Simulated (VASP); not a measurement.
Write the native input for VASP 6.6.1 that does the following.

* Task: single point
* Functional: PBEsol
* Potentials or basis: VASP PAW PBE potentials, release 64 (Ti_sv, Al)
* Cutoff: 520 eV
* k mesh: 18 × 18 × 10
* Occupations: gaussian, width 0.15 eV
* Spin: no spin polarisation
* Dipole correction: no
* Further INCAR settings: ALGO = Fast; EDIFF = 1e-06; NBANDS = 14

The structure of TiAl lies in POSCAR:

```
TiAl
1.0
    2.8672622327      0.0000000000      0.0000000000
   -1.4336311163      2.4831219328      0.0000000000
    0.0000000000      0.0000000000      4.6780830000
Ti Al
1 1
Direct
    0.0000000000      0.0000000000      0.0374084855
    0.3333333333      0.6666666667      0.5000000000
```

This cell differs from its parent crystal: all Ti atoms moved +0.175 Å, as atom 1 along Cartesian [0 0 1].

One way to write it, as run:

INCAR

```
PREC = Accurate ; ENCUT = 520
EDIFF = 1E-6 ; ISMEAR = 0
SIGMA = 0.15 ; LREAL = False
LASPH = True ; NELM = 60
ALGO = Fast ; ISIF = 2
LWAVE = False ; LCHARG = True
GGA = PS ; LELF = True
LVHAR = True ; NBANDS = 14
```

KPOINTS

```
regular mesh
0
Gamma
  18 18 10
```

Potentials or basis: VASP PAW PBE potentials, release 64 (Ti_sv, Al).

Command:

```sh
$ cat potpaw_PBE.64/Ti_sv/POTCAR potpaw_PBE.64/Al/POTCAR > POTCAR
$ mpirun -np 1 vasp_std > vasp.out
```

It gave:

```yaml
Pressure: -1.4 GPa
Largest_force: 1.201 eV/Å
Band_gap_on_the_k_mesh: zero (an odd number of electrons rules out a gap without spin polarisation)
```

Caveat: the cell differs from its parent crystal (all Ti atoms moved +0.175 Å, as atom 1 along Cartesian [0 0 1]); the PAW data sets were made with another functional, which shifts forces and pressure a little.

It took 3.7 min on 1 thread of AMD EPYC 9R45 96-Core Processor (Zen 5), with other jobs on the host, peak memory 0.25 GiB.
